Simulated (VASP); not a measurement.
# AlN (F-43m) in VASP: notebook

Runs on AlN. Level: r2SCAN. Tasks: single point, relaxation of cell and atoms.

Program: VASP 6.6.1. These are calculated values, not measurements. Logs are shortened: lines on timing, memory, paths and dates and some standing lists are left out, and cuts for length are marked.

### Step 1. The cell of the first run

It takes space group F-43m (No. 216, cubic). Conventional cell: a = 4.369 Å, b = 4.369 Å, c = 4.369 Å, α = 90.00°, β = 90.00°, γ = 90.00°. Al (site symmetry -43m) has 4 N at 1.89 Å within 2.5 Å. Within 2.5 Å of N (site symmetry -43m) lie 4 Al at 1.89 Å.

### Step 2. Single point, r2SCAN

The input, POSCAR:

```
AlN
1.0
    0.0000000000      2.1847290853      2.1847290853
    2.1847290853      0.0000000000      2.1847290853
    2.1847290853      2.1847290853      0.0000000000
Al N
1 1
Direct
    0.0000000000      0.0000000000      0.0000000000
    0.2500000000      0.2500000000      0.2500000000
```

The input, INCAR.step1:

```
SYSTEM = AlN
ALGO = Normal
EDIFF = 1E-5
ENCUT = 660
GGA = PE
GGA_COMPAT = .False.
ISMEAR = 0
LASPH = .True.
LCHARG = .False.
LREAL = .False.
LWAVE = .True.
NBANDS = 11
NELM = 120
PREC = Accurate
SIGMA = 0.02
```

The input, INCAR.step2:

```
SYSTEM = AlN
ALGO = Normal
EDIFF = 1E-6
ENCUT = 660
GGA_COMPAT = .False.
ISIF = 2
ISMEAR = 0
ISTART = 1
LASPH = .True.
LCHARG = .True.
LELF = .True.
LMIXTAU = .True.
LREAL = .False.
LVHAR = .True.
LWAVE = .False.
METAGGA = R2SCAN
NBANDS = 11
NELM = 120
PREC = Accurate
SIGMA = 0.02
```

The input, KPOINTS:

```
k-points
0
Gamma
  10 10 10
  0 0 0
```

Potentials or basis: VASP PAW PBE potentials, release 64 (Al, N).

Launch:

```sh
$ cat potpaw_PBE.64/Al/POTCAR potpaw_PBE.64/N/POTCAR > POTCAR
$ cp INCAR.step1 INCAR
$ mpirun -np 1 vasp_std > vasp.out
$ cp INCAR.step2 INCAR
$ mpirun -np 1 vasp_std > vasp.out
```

OUTCAR:

```text
SYSTEM = AlN
   EDIFF = 1E-6
   ENCUT = 660
   ISIF = 2
   ISMEAR = 0
   ISTART = 1
   LASPH = .True.
   LREAL = .False.
   METAGGA = R2SCAN
   NELM = 120
   PREC = Accurate

 ion  position               nearest neighbor table
   1  0.000  0.000  0.000-   2 1.89   2 1.89   2 1.89   2 1.89
   2  0.250  0.250  0.250-   1 1.89   1 1.89   1 1.89   1 1.89

  LATTYP: Found a face centered cubic cell.
 ALAT       =     4.3694581706

  Lattice vectors:

 A1 = (   0.0000000000,   2.1847290853,   2.1847290853)
 A2 = (   2.1847290853,   0.0000000000,   2.1847290853)
 A3 = (   2.1847290853,   2.1847290853,   0.0000000000)

Analysis of symmetry for initial positions (statically):
=====================================================================
 Subroutine PRICEL returns:
 Original cell was already a primitive cell.

 Routine SETGRP: Setting up the symmetry group for a
 face centered cubic supercell.

 Subroutine GETGRP returns: Found 24 space group operations
 (whereof 24 operations were pure point group operations)
 out of a pool of 48 trial point group operations.

The static configuration has the point symmetry T_d .

Analysis of symmetry for dynamics (positions and initial velocities):
=====================================================================
 Subroutine PRICEL returns:
 Original cell was already a primitive cell.

 Routine SETGRP: Setting up the symmetry group for a
 face centered cubic supercell.

 Subroutine GETGRP returns: Found 24 space group operations
 (whereof 24 operations were pure point group operations)
 out of a pool of 48 trial point group operations.

The dynamic configuration has the point symmetry T_d .

 Subroutine INISYM returns: Found 24 space group operations
 (whereof 24 operations are pure point group operations),
 and found     1 'primitive' translations

----------------------------------------------------------------------------------------

                                     Primitive cell

  volume of cell :      20.8556

  direct lattice vectors                    reciprocal lattice vectors
     0.000000000  2.184729085  2.184729085    -0.228861328  0.228861328  0.228861328
     2.184729085  0.000000000  2.184729085     0.228861328 -0.228861328  0.228861328
     2.184729085  2.184729085  0.000000000     0.228861328  0.228861328 -0.228861328

  length of vectors
     3.089673503  3.089673503  3.089673503     0.396399448  0.396399448  0.396399448

  position of ions in fractional coordinates (direct lattice)
     0.000000000  0.000000000  0.000000000
     0.250000000  0.250000000  0.250000000

[... 81 lines left out ...]
   NFREE  =      0    steps in history (QN), initial steepest desc. (CG)
   ISIF   =      2    stress and relaxation
   ISYM   =      2    0-nonsym 1-usesym 2-fastsym
   POTIM  = 0.5000    time-step for ionic-motion
   TEBEG  =    0.0;   TEEND  =   0.0 temperature during run
   PSTRESS=    0.0 pullay stress
   NELECT =       8.0000    total number of electrons
   NUPDOWN=      -1.0000    fix difference up-down
   EMIN   =  10.00;   EMAX   =-10.00  energy-range for DOS
   EFERMI =   0.00;   METHOD = LEGACY
   ISMEAR =     0;   SIGMA  =   0.02  broadening in eV -4-tet -1-fermi 0-gaus
   EFERMI_NEDOS =   21; number of points for ismear=-14 and -15
   IALGO  =     38    algorithm
   IMIX   =      4    mixing-type and parameters
     AMIX     =   0.40;   BMIX     =  1.00
     AMIX_MAG =   1.60;   BMIX_MAG =  1.00
  volume/ion in A,a.u.               =      10.43        70.37
  Fermi-wavevector in a.u.,A,eV,Ry     =   1.189499  2.247826 19.250975  1.414907
  Thomas-Fermi vector in A             =   2.325604
   LORBIT       =      0    0 simple, 1 ext, 2 COOP (PROOUT), +10 PAW based schemes
   METAGGA = R2SCAN    functional components
   LHFCALC =     F    Hartree Fock is set to
   AEXX    =    0.0000 exact exchange contribution
   IVDW    =     0    specifies the selected vdW correction
   LEPSILON=     F    determine dielectric tensor
   LRPA    =     F    only Hartree local field effects (RPA)
 non-spin polarized calculation
 Gauss-broadening in eV      SIGMA  =   0.02
  energy-cutoff  :      660.00
  volume of cell :       20.86
 maximum number of plane-waves:       821
 NGX is ok and might be reduce to    28
   NGX = 13   NGY = 13   NGZ = 13

 number of electron       7.9999999 magnetization

 Free energy of the ion-electron system (eV)
  ---------------------------------------------------
  ext. energy  EPLUGINS =         0.00000000
  ---------------------------------------------------
  free energy    TOTEN  =       -19.17882486 eV

  energy without entropy =      -19.17882486  energy(sigma->0) =      -19.17882486

 E-fermi :   5.8894     XC(G=0): -11.4139

 val. band max:        5.6837164676   @ k =   0.0000   0.0000   0.0000
 cond. band min:       9.6174007926   @ k =   0.5000   0.5000   0.0000
 fundamental gap:      3.9336843250
 Fermi energy:         5.8894136038

 k-point     1 :       0.0000    0.0000    0.0000
  band No.  band energies     occupation
      1     -10.0527      2.00000
      2       5.6837      2.00000
      3       5.6837      2.00000
      4       5.6837      2.00000
      5      10.5664      0.00000
      6      19.1947      0.00000
      7      19.1947      0.00000
      8      19.1947      0.00000
      9      24.2093      0.00000
     10      24.2093      0.00000
     11      25.9185      0.00000
[... 309 lines left out ...]
 k-point    24 :       0.4000    0.3000    0.0000
  band No.  band energies     occupation
      1      -8.0674      2.00000
      2       1.4939      2.00000
      3       3.9656      2.00000
      4       4.2577      2.00000
      5      11.2544      0.00000
      6      16.0972      0.00000
      7      18.9703      0.00000
      8      21.3569      0.00000
      9      21.9277      0.00000
     10      28.1199      0.00000
     11      30.5339      0.00000

 [... further k-points ...]
[... 5 lines left out ...]
  --------------------------------------------------------------------------------------
  -------------------------------------------------------------------------------------
  Total       -0.0407056     -0.0407056     -0.0407056      0.0000000      0.0000000      0.0000000
  in kB       -3.1271015     -3.1271015     -3.1271015      0.0000000      0.0000000      0.0000000
  external PRESSURE =      -3.1271015 kB  Pullay stress =       0.0000000 kB

 VOLUME and BASIS-vectors are now :
 -----------------------------------------------------------------------------
  energy-cutoff  :      660.00
  volume of cell :       20.86
      direct lattice vectors                 reciprocal lattice vectors
     0.000000000  2.184729085  2.184729085    -0.228861328  0.228861328  0.228861328
     2.184729085  0.000000000  2.184729085     0.228861328 -0.228861328  0.228861328
     2.184729085  2.184729085  0.000000000     0.228861328  0.228861328 -0.228861328

 POSITION                                       TOTAL-FORCE (eV/Angst)
 -----------------------------------------------------------------------------------
      0.00000      0.00000      0.00000         0.000000      0.000000      0.000000
      1.09236      1.09236      1.09236        -0.000000     -0.000000     -0.000000
 -----------------------------------------------------------------------------------
    total drift:                                0.000000      0.000000      0.000000

  FREE ENERGIE OF THE ION-ELECTRON SYSTEM (eV)
  ---------------------------------------------------
  free  energy   TOTEN  =       -19.1788248603 eV

  energy  without entropy=      -19.1788248603  energy(sigma->0) =      -19.17882486
```

OUTCAR.step1:

```text
SYSTEM = AlN
   EDIFF = 1E-5
   ENCUT = 660
   GGA = PE
   ISMEAR = 0
   LASPH = .True.
   LREAL = .False.
[... 557 lines left out ...]
      0.00000      0.00000      0.00000        -0.000000     -0.000000     -0.000000
      1.09236      1.09236      1.09236         0.000000      0.000000      0.000000
 -----------------------------------------------------------------------------------
    total drift:                                0.000000      0.000000      0.000000

  FREE ENERGIE OF THE ION-ELECTRON SYSTEM (eV)
  ---------------------------------------------------
  free  energy   TOTEN  =       -14.8445912439 eV

  energy  without entropy=      -14.8445912439  energy(sigma->0) =      -14.84459124
```

OSZICAR.step1:

```text
N       E                     dE             d eps       ncg     rms          rms(c)
DAV:   1     0.176896678890E+02    0.17690E+02   -0.44834E+03  1042   0.757E+02
DAV:   2    -0.159418013235E+02   -0.33631E+02   -0.32505E+02  1242   0.173E+02
DAV:   3    -0.172171019442E+02   -0.12753E+01   -0.12735E+01  1305   0.307E+01
DAV:   4    -0.172248312474E+02   -0.77293E-02   -0.77284E-02  1193   0.253E+00
DAV:   5    -0.172249292256E+02   -0.97978E-04   -0.97977E-04  1270   0.279E-01    0.861E+00
DAV:   6    -0.148538789797E+02    0.23711E+01   -0.11900E+01  1321   0.189E+01    0.280E+00
DAV:   7    -0.148509637985E+02    0.29152E-02   -0.17290E-01  1181   0.322E+00    0.203E+00
DAV:   8    -0.148459835747E+02    0.49802E-02   -0.28559E-02  1154   0.177E+00    0.581E-01
DAV:   9    -0.148445441489E+02    0.14394E-02   -0.38508E-03  1270   0.415E-01    0.232E-01
DAV:  10    -0.148445835506E+02   -0.39402E-04   -0.56632E-04  1154   0.160E-01    0.226E-02
DAV:  11    -0.148445912439E+02   -0.76933E-05   -0.25853E-05  1202   0.347E-02
   1 F= -.14844591E+02 E0= -.14844591E+02  d E =-.769627E-28
```

It took 52 s on 1 thread of Intel Xeon 8259CL, shared host; peak memory 0.16 GiB.

Results:

| Quantity | Value |
| --- | --- |
| Free energy | -19.1788 eV |
| Pressure | -0.3 GPa |
| Band gap on the k mesh | 3.93 eV (least direct gap 4.88 eV) |

Caveat: the PAW data sets were made with another functional, which shifts forces and pressure a little. A k mesh can miss the band edges.

### Step 3. Relaxation of cell and atoms, r2SCAN

This run uses another cell than the first one, of 10.50 Å³/atom.

The input, POSCAR:

```
AlN
1.0
    0.0000000000      2.1900000000      2.1900000000
    2.1900000000      0.0000000000      2.1900000000
    2.1900000000      2.1900000000      0.0000000000
Al N
1 1
Direct
    0.0000000000      0.0000000000      0.0000000000
    0.2500000000      0.2500000000      0.2500000000
```

The input, INCAR.step1:

```
ALGO = Normal ; EDIFF = 1E-5
EDIFFG = -0.005 ; ENCUT = 660
GGA = PE ; GGA_COMPAT = False
IBRION = 2 ; ISIF = 3
ISMEAR = 0 ; LASPH = True
LCHARG = False ; LREAL = False
LWAVE = True ; NELM = 120
NELMIN = 4 ; NSW = 100
PREC = Accurate ; SIGMA = 0.02
```

The input, INCAR.step2:

```
ALGO = Normal ; EDIFF = 1E-7
EDIFFG = -0.002 ; ENCUT = 660
GGA_COMPAT = False ; IBRION = 2
ISIF = 3 ; ISMEAR = 0
ISTART = 1 ; LASPH = True
LCHARG = False ; LMIXTAU = True
LREAL = False ; LWAVE = False
METAGGA = R2SCAN ; NELM = 120
NELMIN = 4 ; NSW = 100
PREC = Accurate ; SIGMA = 0.02
```

The input, KPOINTS:

```
k-points
0
Gamma
  10 10 10
```

Potentials or basis: VASP PAW PBE potentials, release 64 (Al, N).

Launch:

```sh
$ cat potpaw_PBE.64/Al/POTCAR potpaw_PBE.64/N/POTCAR > POTCAR
$ cp INCAR.step1 INCAR
$ mpirun -np 1 vasp_std > vasp.out
$ cp INCAR.step2 INCAR
$ mpirun -np 1 vasp_std > vasp.out
```

Wall time 2.4 min (1 thread of Intel Xeon 8259CL, shared host); peak memory 0.17 GiB.

The run converged. Its results:

```
Free energy                           : -19.1789 eV
Relaxed volume                        : 10.41 Å³/atom
Relaxed cell                          : a = 3.088 Å, b = 3.088 Å, c = 3.088 Å, α = 60.00°, β = 60.00°, γ = 60.00°
Space group after relaxing (to 0.1 Å) : F-43m (No. 216)
Energy gained by relaxing             : 0.5 meV/atom
Ionic steps                           : 4
Pressure after relaxing               : 0.0 GPa
Band gap on the k mesh                : 3.94 eV (least direct gap 4.90 eV)
```

Step by step:
```
step  energy change (eV)  largest force (eV/Å)  pressure (GPa)  volume (Å³)
   1              0.0000                0.0000           -1.82        21.01
   2              0.0001                0.0000            1.86        20.65
   3             -0.0010                0.0000           -0.07        20.83
   4             -0.0010                0.0000            0.00        20.83
```

Final structure:
```yaml
crystal:
  lattice:
    - [0.00000, 2.18366, 2.18366]
    - [2.18366, 0.00000, 2.18366]
    - [2.18366, 2.18366, 0.00000]
  atoms:
    - { symbol: Al, position: [0.00000, 0.00000, 0.00000] }
    - { symbol: N, position: [0.25000, 0.25000, 0.25000] }
```

Levels at points of the mesh, in eV from the valence-band top:
```csv
k point,band 1,band 2,band 3,band 4,band 5,band 6,band 7,band 8
"(0.00, 0.00, 0.00)",-15.74,0.00,0.00,0.00,4.90,13.53,13.53,13.53
"(0.50, 0.00, 0.00)",-13.73,-5.90,-0.49,-0.49,8.22,10.83,11.95,11.95
"(0.50, 0.50, 0.00)",-13.10,-4.95,-1.81,-1.81,3.94,9.48,15.21,16.96
```

Caveat: the PAW data sets were made with another functional, which shifts forces and pressure a little. A k mesh can miss the band edges.
